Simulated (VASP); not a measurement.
# Pd (P6_3/mmc) in VASP: a series of runs

Pd is run at these levels: PBEsol; tasks: single point.

Program: VASP 6.6.1. These are calculated values, not measurements. Logs are shortened: lines on timing, memory, paths and dates and some standing lists are left out, and cuts for length are marked.

## Step 1: The cell of the first run

The structure is hexagonal, space group P6_3/mmc (No. 194). The conventional cell has a = 2.637 Å, b = 2.637 Å, c = 8.601 Å, α = 90.00°, β = 90.00°, γ = 120.00°. Pd (site symmetry -3m) has 12 Pd at 2.63 to 2.64 Å within 3.5 Å. Pd (site symmetry -6m2) has 12 Pd at 2.63 to 2.64 Å within 3.5 Å.

## Step 2: Single point, PBEsol

File INCAR:

```
SYSTEM = Pd
PREC = Accurate
ENCUT = 520
EDIFF = 1E-6
ISMEAR = 0
SIGMA = 0.1
LREAL = .False.
LASPH = .True.
NELM = 100
ALGO = Normal
ISIF = 2
LWAVE = .False.
LCHARG = .False.
GGA = PS
NBANDS = 28
```

File KPOINTS:

```
regular mesh
0
Gamma
  6 6 2
  0 0 0
```

File POSCAR:

```
Pd
1.0
    2.6369123517      0.0000000000      0.0000000000
   -1.3184561758      2.2836330841      0.0000000000
    0.0000000000      0.0000000000      8.6014918736
Pd
4
Direct
    0.0000000000      0.0000000000      0.0000000000
    0.3333333333      0.6666666667      0.2500000000
    0.0000000000      0.0000000000      0.5000000000
    0.6666666667      0.3333333333      0.7500000000
```

Potentials or basis: VASP PAW PBE potentials, release 64 (Pd).

Command:

```sh
$ cat potpaw_PBE.64/Pd/POTCAR > POTCAR
$ mpirun -np 1 vasp_std > vasp.out
```

OUTCAR:

```text
SYSTEM = Pd
   PREC = Accurate
   ENCUT = 520
   EDIFF = 1E-6
   ISMEAR = 0
   LREAL = .False.
   LASPH = .True.
   NELM = 100
   ISIF = 2
   GGA = PS

 ion  position               nearest neighbor table
   1  0.000  0.000  0.000-   2 2.63   4 2.63   2 2.63   4 2.63   4 2.63   2 2.63
   2  0.333  0.667  0.250-   1 2.63   3 2.63   1 2.63   3 2.63   1 2.63   3 2.63
   3  0.000  0.000  0.500-   2 2.63   4 2.63   2 2.63   4 2.63   4 2.63   2 2.63
   4  0.667  0.333  0.750-   1 2.63   3 2.63   1 2.63   3 2.63   1 2.63   3 2.63

  LATTYP: Found a hexagonal cell.
 ALAT       =     2.6369123517
 C/A-ratio  =     3.2619559266

  Lattice vectors:

 A1 = (   2.6369123517,   0.0000000000,   0.0000000000)
 A2 = (  -1.3184561758,   2.2836330841,   0.0000000000)
 A3 = (   0.0000000000,   0.0000000000,   8.6014918736)

Analysis of symmetry for initial positions (statically):
=====================================================================
 Subroutine PRICEL returns:
 Original cell was already a primitive cell.

 Routine SETGRP: Setting up the symmetry group for a
 hexagonal supercell.

 Subroutine GETGRP returns: Found 24 space group operations
 (whereof 12 operations were pure point group operations)
 out of a pool of 24 trial point group operations.

The static configuration has the point symmetry D_3d.
 The point group associated with its full space group is D_6h.

Analysis of symmetry for dynamics (positions and initial velocities):
=====================================================================
 Subroutine PRICEL returns:
 Original cell was already a primitive cell.

 Routine SETGRP: Setting up the symmetry group for a
 hexagonal supercell.

 Subroutine GETGRP returns: Found 24 space group operations
 (whereof 12 operations were pure point group operations)
 out of a pool of 24 trial point group operations.

The dynamic configuration has the point symmetry D_3d.
 The point group associated with its full space group is D_6h.

 Subroutine INISYM returns: Found 24 space group operations
 (whereof 12 operations are pure point group operations),
 and found     1 'primitive' translations

----------------------------------------------------------------------------------------

[... 81 lines left out ...]
   LSORBIT =      F    spin-orbit coupling
   LASPH  =      T    aspherical Exc in radial PAW
   ENCUT  =  520.0 eV  38.22 Ry    6.18 a.u.   4.90  4.90 15.99*2*pi/ulx,y,z
   NELM   =    100;   NELMIN=  2; NELMDL= -5     # of ELM steps
   EDIFF  = 0.1E-05   stopping-criterion for ELM
   LREAL  =      F    real-space projection
   EDIFFG = 0.1E-04   stopping-criterion for IOM
   NSW    =      0    number of steps for IOM
   IBRION =     -1    ionic relax: 0-MD 1-quasi-New 2-CG
   NFREE  =      0    steps in history (QN), initial steepest desc. (CG)
   ISIF   =      2    stress and relaxation
   ISYM   =      2    0-nonsym 1-usesym 2-fastsym
   POTIM  = 0.5000    time-step for ionic-motion
   TEBEG  =    0.0;   TEEND  =   0.0 temperature during run
   PSTRESS=    0.0 pullay stress
   NELECT =      40.0000    total number of electrons
   NUPDOWN=      -1.0000    fix difference up-down
   EMIN   =  10.00;   EMAX   =-10.00  energy-range for DOS
   EFERMI =   0.00;   METHOD = LEGACY
   ISMEAR =     0;   SIGMA  =   0.10  broadening in eV -4-tet -1-fermi 0-gaus
   EFERMI_NEDOS =   21; number of points for ismear=-14 and -15
   IALGO  =     38    algorithm
   IMIX   =      4    mixing-type and parameters
     AMIX     =   0.40;   BMIX     =  1.00
     AMIX_MAG =   1.60;   BMIX_MAG =  1.00
  volume/ion in A,a.u.               =      12.95        87.38
  Fermi-wavevector in a.u.,A,eV,Ry     =   1.501976  2.838322 30.693803  2.255931
  Thomas-Fermi vector in A             =   2.613276
   LORBIT       =      0    0 simple, 1 ext, 2 COOP (PROOUT), +10 PAW based schemes
   GGA     = PS    functional components
   LHFCALC =     F    Hartree Fock is set to
   AEXX    =    0.0000 exact exchange contribution
   IVDW    =     0    specifies the selected vdW correction
   LEPSILON=     F    determine dielectric tensor
   LRPA    =     F    only Hartree local field effects (RPA)
 non-spin polarized calculation
 Gauss-broadening in eV      SIGMA  =   0.10
  energy-cutoff  :      520.00
  volume of cell :       51.80
 maximum number of plane-waves:      1410
 NGX is ok and might be reduce to    20
   NGX =  9   NGY =  9   NGZ = 31

 number of electron      39.9999988 magnetization

 Free energy of the ion-electron system (eV)
  ---------------------------------------------------
  ext. energy  EPLUGINS =         0.00000000
  ---------------------------------------------------
  free energy    TOTEN  =       -23.34615413 eV

  energy without entropy =      -23.31746676  energy(sigma->0) =      -23.33181044

 E-fermi :  12.0242     XC(G=0): -14.2082

 val. band max:       11.9987108977   @ k =   0.5000  -0.0000   0.5000
 cond. band min:      12.0275647916   @ k =   0.5000  -0.0000   0.0000
 fundamental gap:      0.0288538939
 Fermi energy:        12.0241755693

 k-point     1 :       0.0000    0.0000    0.0000
  band No.  band energies     occupation
      1       3.6900      2.00000
      2       5.5018      2.00000
      3       5.5240      2.00000
      4       5.5290      2.00000
      5       8.4059      2.00000
      6       8.4059      2.00000
[... 423 lines left out ...]
     27      23.1035      0.00000
     28      23.1035      0.00000

------------------------ aborting loop because EDIFF is reached ----------------------------------------

  FORCE on cell =-STRESS in cart. coord.  units (eV):
  Direction    XX          YY          ZZ          XY          YZ          ZX
  --------------------------------------------------------------------------------------
  -------------------------------------------------------------------------------------
  Total        9.8019123      9.8019123     11.1474432      0.0000000      0.0000000     -0.0000000
  in kB      303.1974824    303.1974824    344.8180951      0.0000000      0.0000000     -0.0000000
  external PRESSURE =     317.0710200 kB  Pullay stress =       0.0000000 kB

 VOLUME and BASIS-vectors are now :
 -----------------------------------------------------------------------------
  energy-cutoff  :      520.00
  volume of cell :       51.80
      direct lattice vectors                 reciprocal lattice vectors
     2.636912352  0.000000000  0.000000000     0.379231414  0.218949359  0.000000000
    -1.318456176  2.283633084  0.000000000     0.000000000  0.437898718  0.000000000
     0.000000000  0.000000000  8.601491874     0.000000000  0.000000000  0.116258902

 POSITION                                       TOTAL-FORCE (eV/Angst)
 -----------------------------------------------------------------------------------
      0.00000      0.00000      0.00000         0.000000      0.000000      0.000000
     -0.00000      1.52242      2.15037         0.000000      0.000000     -0.000000
      0.00000      0.00000      4.30075         0.000000      0.000000      0.000000
      1.31846      0.76121      6.45112        -0.000000      0.000000      0.000000
 -----------------------------------------------------------------------------------
    total drift:                                0.000000     -0.000000      0.000000

  FREE ENERGIE OF THE ION-ELECTRON SYSTEM (eV)
  ---------------------------------------------------
  free  energy   TOTEN  =       -23.3461541288 eV

  energy  without entropy=      -23.3174667578  energy(sigma->0) =      -23.33181044
```

It took 13 s on 1 thread of Intel Xeon 6975P-C (Granite Rapids), shared host; peak memory 0.16 GiB.

What came out:

```
Free energy            : -23.3462 eV
Pressure               : 31.7 GPa
Band gap on the k mesh : zero (band 20 reaches 12.27 eV, above the bottom of band 21 at 11.13 eV)
```

Caveat: the k points lie up to 0.46 Å⁻¹ apart; the PAW data sets were made with another functional, which shifts forces and pressure a little.

## Step 3: Single point, PBEsol

This run uses another cell than the first one, of 14.57 Å³/atom, 1.125 times its volume.

File INCAR:

```
  PREC = Accurate
  ENCUT = 520
  EDIFF = 1E-6
  ISMEAR = 0
  SIGMA = 0.1
  LREAL = F
  LASPH = T
  NELM = 100
  ALGO = Normal
  ISIF = 2
  LWAVE = F
  LCHARG = F
  GGA = PS
  NBANDS = 28
```

File KPOINTS:

```
Automatic mesh
0
Gamma
  12 12 4
```

File POSCAR:

```
Pd
1.0
    2.7358109370      0.0000000000      0.0000000000
   -1.3679054685      2.3692817714      0.0000000000
    0.0000000000      0.0000000000      8.9882058768
Pd
4
Direct
    0.0000000000      0.0000000000      0.0000000000
    0.3333333333      0.6666666667      0.2500000000
    0.0000000000      0.0000000000      0.5000000000
    0.6666666667      0.3333333333      0.7500000000
```

Potentials or basis: VASP PAW PBE potentials, release 64 (Pd).

Command:

```sh
$ cat potpaw_PBE.64/Pd/POTCAR > POTCAR
$ mpirun -np 1 vasp_std > vasp.out
```

Wall time 36 s (1 thread of Intel Xeon 6975P-C (Granite Rapids), shared host); peak memory 0.21 GiB.

It converged, with:

```yaml
Free_energy: -23.8122 eV
Pressure: -0.2 GPa
Band_gap_on_the_k_mesh: zero (band 20 reaches 10.06 eV, above the bottom of band 21 at 9.11 eV)
```

Stress tensor (GPa, compression positive):
```
-0.29  0.00  0.00
 0.00 -0.29  0.00
 0.00  0.00 -0.07
```

Levels at points of the mesh, in eV from the Fermi level:
| k point | band 16 | band 17 | band 18 | band 19 | band 20 | band 21 | band 22 | band 23 | band 24 | band 25 |
| --- | --- | --- | --- | --- | --- | --- | --- | --- | --- | --- |
| (0.00, 0.00, 0.00) | -1.56 | -1.56 | -1.09 | -1.09 | -0.71 | -0.71 | -0.12 | -0.12 | 0.84 | 7.26 |
| (0.50, 0.00, 0.00) | 0.03 | 0.09 | 0.19 | 0.21 | 0.22 | 1.35 | 2.32 | 3.73 | 4.19 | 7.97 |
| (0.00, 0.00, 0.50) | -1.32 | -1.32 | -1.32 | -1.02 | -1.02 | -0.37 | -0.37 | -0.37 | -0.37 | 9.94 |
| (0.50, 0.00, 0.50) | -0.51 | 0.03 | 0.03 | 0.19 | 0.19 | 2.45 | 2.45 | 3.84 | 3.84 | 8.15 |

Caveat: the PAW data sets were made with another functional, which shifts forces and pressure a little.

## Step 4: Single point, PBEsol

This run uses another cell than the first one, of 14.58 Å³/atom, 1.126 times its volume.

File INCAR:

```
SYSTEM = Pd
  PREC = Accurate
  ENCUT = 520
  EDIFF = 1E-7
  ISMEAR = 0
  SIGMA = 0.1
  LREAL = .False.
  LASPH = .True.
  NELM = 100
  ALGO = Fast
  ISIF = 2
  LWAVE = .False.
  LCHARG = .False.
  GGA = PS
  NBANDS = 28
```

File KPOINTS:

```
regular mesh
0
Gamma
  18 18 6
  0 0 0
```

File POSCAR:

```
Pd
1.0
    2.7316062802      0.0000000000      0.0000000000
   -1.3658031401      2.3656404318      0.0000000000
    0.0000000000      0.0000000000      9.0219779949
Pd
4
Direct
    0.0000000000      0.0000000000      0.0000000000
    0.3333333333      0.6666666667      0.2500000000
    0.0000000000      0.0000000000      0.5000000000
    0.6666666667      0.3333333333      0.7500000000
```

Potentials or basis: VASP PAW PBE potentials, release 64 (Pd).

Command:

```sh
$ cat potpaw_PBE.64/Pd/POTCAR > POTCAR
$ mpirun -np 1 vasp_std > vasp.out
```

OUTCAR:

```text
SYSTEM = Pd
   PREC = Accurate
   ENCUT = 520
   EDIFF = 1E-7
   ISMEAR = 0
   LREAL = .False.
   LASPH = .True.
   NELM = 100
   ISIF = 2
   GGA = PS

 ion  position               nearest neighbor table
   1  0.000  0.000  0.000-   2 2.75   4 2.75   4 2.75   2 2.75   4 2.75   2 2.75
   2  0.333  0.667  0.250-   1 2.75   3 2.75   1 2.75   3 2.75   1 2.75   3 2.75
   3  0.000  0.000  0.500-   2 2.75   4 2.75   4 2.75   2 2.75   4 2.75   2 2.75
   4  0.667  0.333  0.750-   1 2.75   3 2.75   1 2.75   3 2.75   1 2.75   3 2.75

  LATTYP: Found a hexagonal cell.
 ALAT       =     2.7316062802
 C/A-ratio  =     3.3028105332

  Lattice vectors:

 A1 = (   2.7316062802,   0.0000000000,   0.0000000000)
 A2 = (  -1.3658031401,   2.3656404318,   0.0000000000)
 A3 = (   0.0000000000,   0.0000000000,   9.0219779949)

Analysis of symmetry for initial positions (statically):
=====================================================================
 Subroutine PRICEL returns:
 Original cell was already a primitive cell.

 Routine SETGRP: Setting up the symmetry group for a
 hexagonal supercell.

[... 167 lines left out ...]
  ext. energy  EPLUGINS =         0.00000000
  ---------------------------------------------------
  free energy    TOTEN  =       -23.80366256 eV

  energy without entropy =      -23.75565990  energy(sigma->0) =      -23.77966123

 E-fermi :   9.8424     XC(G=0): -13.4534

 val. band max:        9.8407052275   @ k =   0.4444   0.0000   0.1667
 cond. band min:       9.8450015228   @ k =   0.5000   0.0000   0.0000
 fundamental gap:      0.0042962953
 Fermi energy:         9.8423772660

 k-point     1 :       0.0000    0.0000    0.0000
  band No.  band energies     occupation
      1       2.4899      2.00000
      2       4.1674      2.00000
      3       4.1754      2.00000
      4       4.3809      2.00000
      5       6.8241      2.00000
      6       6.8486      2.00000
[... 733 lines left out ...]
     27      20.0960      0.00000
     28      20.6833      0.00000

 [... further k-points ...]
[... 5 lines left out ...]
  --------------------------------------------------------------------------------------
  -------------------------------------------------------------------------------------
  Total       -0.0834874     -0.0834874     -0.1144447     -0.0000000      0.0000000     -0.0000000
  in kB       -2.2943663     -2.2943663     -3.1451227     -0.0000000      0.0000000     -0.0000000
  external PRESSURE =      -2.5779518 kB  Pullay stress =       0.0000000 kB

 VOLUME and BASIS-vectors are now :
 -----------------------------------------------------------------------------
  energy-cutoff  :      520.00
  volume of cell :       58.30
      direct lattice vectors                 reciprocal lattice vectors
     2.731606280  0.000000000  0.000000000     0.366084969  0.211359255  0.000000000
    -1.365803140  2.365640432  0.000000000     0.000000000  0.422718511  0.000000000
     0.000000000  0.000000000  9.021977995     0.000000000  0.000000000  0.110840439

 POSITION                                       TOTAL-FORCE (eV/Angst)
 -----------------------------------------------------------------------------------
      0.00000      0.00000      0.00000        -0.000000     -0.000000     -0.000000
     -0.00000      1.57709      2.25549         0.000000     -0.000000     -0.000000
      0.00000      0.00000      4.51099        -0.000000     -0.000000     -0.000000
      1.36580      0.78855      6.76648        -0.000000      0.000000      0.000000
 -----------------------------------------------------------------------------------
    total drift:                                0.000000     -0.000000      0.000000

  FREE ENERGIE OF THE ION-ELECTRON SYSTEM (eV)
  ---------------------------------------------------
  free  energy   TOTEN  =       -23.8036625608 eV

  energy  without entropy=      -23.7556599034  energy(sigma->0) =      -23.77966123
```

It took 1.9 min on 1 thread of Intel Xeon 6975P-C (Granite Rapids), shared host; peak memory 0.29 GiB.

What came out:

| Quantity | Value |
| --- | --- |
| Free energy | -23.8037 eV |
| Pressure | -0.3 GPa |
| Band gap on the k mesh | zero (band 20 reaches 10.06 eV, above the bottom of band 21 at 9.10 eV) |

Caveat: the PAW data sets were made with another functional, which shifts forces and pressure a little.

## Step 5: The runs side by side

| cell | k mesh | gap on the mesh (eV) | pressure (GPa) |
| --- | --- | --- | --- |
| a = 2.637, b = 2.637, c = 8.601 Å, angles 90.0, 90.0, 120.0°, 4 atoms | 6 × 6 × 2 | none | 31.7 |
| a = 2.736, b = 2.736, c = 8.988 Å, angles 90.0, 90.0, 120.0°, 4 atoms | 12 × 12 × 4 | none | -0.2 |
| a = 2.732, b = 2.732, c = 9.022 Å, angles 90.0, 90.0, 120.0°, 4 atoms | 18 × 18 × 6 | none | -0.3 |

Alike in all rows: task single point; level PBEsol; potentials or basis VASP PAW PBE potentials, release 64 (Pd); no spin polarisation; cutoff (eV) 520; smearing gaussian 0.1 eV.

Caveats: some runs use coarse meshes; the PAW data sets were made with another functional, which shifts forces and pressure a little.

Absolute energies hang on the potentials; compare differences alone.
